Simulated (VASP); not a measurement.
The system is C.

```
CELL_PARAMETERS angstrom
-1.55912 1.55912 1.98017
1.55912 -1.55912 1.98017
1.55912 1.55912 -1.98017
ATOMIC_POSITIONS crystal
C 0.50000 0.00000 0.50000
C 0.00000 0.50000 0.50000
C 0.00000 0.00000 0.00000
```

- Program: VASP 6.6.1
- Task: relaxation of cell and atoms
- Functional: PBE
- Potentials or basis: VASP PAW PBE potentials, release 64 (C)
- Cutoff: 600 eV
- k mesh: 20 × 20 × 20
- Occupations: gaussian, width 0.1 eV
- Spin: no spin polarisation

At the start: pressure 1.0 GPa; volume 6.42 Å³/atom.

Question: Where does the relaxation end?

Answer: Over 7 steps the energy falls by 3.6 meV/atom and the volume is 6.66 Å³/atom (+3.8 %); space group I4/mmm (No. 139, to 0.05 Å).

The path:
| step | energy change (eV) | largest force (eV/Å) | pressure (GPa) | volume (Å³) |
| --- | --- | --- | --- | --- |
| 1 | 0.0000 | 0.0000 | 1.02 | 19.25 |
| 2 | -0.0029 | 0.0000 | 0.40 | 19.37 |
| 3 | -0.0086 | 0.0000 | -0.92 | 19.71 |
| 4 | -0.0080 | 0.0000 | -2.66 | 20.38 |
| 5 | -0.0099 | 0.0000 | -1.87 | 20.04 |
| 6 | -0.0098 | 0.0000 | 1.62 | 19.93 |
| 7 | -0.0107 | 0.0000 | -0.13 | 19.99 |

Final structure:
```
CELL_PARAMETERS angstrom
-1.54762 1.54762 2.08632
1.54762 -1.54762 2.08632
1.54762 1.54762 -2.08632
ATOMIC_POSITIONS crystal
C 0.50000 0.00000 0.50000
C 0.00000 0.50000 0.50000
C 0.00000 0.00000 0.00000
```
